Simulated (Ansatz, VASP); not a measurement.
Be in VASP and in Ansatz

```xyz
4
Lattice="3.7583 0.0000 0.0000 0.0000 3.7583 0.0000 0.0000 0.0000 2.2684" Properties=species:S:1:pos:R:3 pbc="T T T"
Be    1.1186    1.1186    0.0000
Be    2.6397    2.6397    0.0000
Be    0.7606    2.9978    1.1342
Be    2.9978    0.7606    1.1342
```

Alike in both runs: functional r2SCAN; k mesh 12 × 12 × 18; occupations gaussian, width 0.1 eV; no spin polarisation.

Ansatz relaxed the structure, and its values are those at the end. VASP's run is a single point on that final structure, the one shown.

```csv
,VASP,Ansatz
version,VASP 6.6.1,Ansatz 0.2.0
potentials or method,"VASP PAW PBE potentials, release 64 (Be), cutoff 520 eV","scalar-relativistic, plane waves, PAW"
valence electrons in the cell,8,8
```

|  | VASP | Ansatz | Ansatz less VASP |
| --- | --- | --- | --- |
| gap on the k mesh at the Fermi level (eV) | none | none | - |
| pressure (GPa) | 0.2 | 0.0 | -0.18 |

VASP's potentials were made for PBE, not for r2SCAN. A gap of «none» marks a metal or a gap that the smearing closes. With one functional, cell and mesh, what is left measures potentials, basis and numerics.
